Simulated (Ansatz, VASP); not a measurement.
BP: VASP beside Ansatz

```
B P
1.0
     2.22293    2.22293    0.00000
    -2.22293    2.22293    0.00000
     0.00000    2.22293    2.25586
B P
1 1
Cartesian
  0.0000 0.0000 0.0000
  1.1115 3.3344 1.1279
```

Change from the starting cell: film at in-plane strain -0.01.

Alike in both runs: task single point; functional LDA; k mesh 8 × 8 × 8; no spin polarisation.

|  | VASP | Ansatz |
| --- | --- | --- |
| version | VASP 6.6.1 | Ansatz 0.2.0 |
| potentials or method | VASP PAW LDA potentials, release 64 (B, P), cutoff 520 eV | all-electron LAPW, scalar-relativistic |
| occupations | gaussian, width 0.01 eV | fixed |

|  | VASP | Ansatz | Ansatz less VASP |
| --- | --- | --- | --- |
| gap on the k mesh at the Fermi level (eV) | 1.06 | 1.06 | +0.001 |
| pressure (GPa) | 2.6 | 2.7 | +0.10 |
| traceless stress, the component that is largest in VASP (GPa) | -2.77 | -2.77 | +0.001 |

LDA's correlation is that of Perdew and Zunger in VASP and of Perdew and Wang (1992) in Ansatz. Ansatz ran all-electron here, and VASP with PAW potentials.
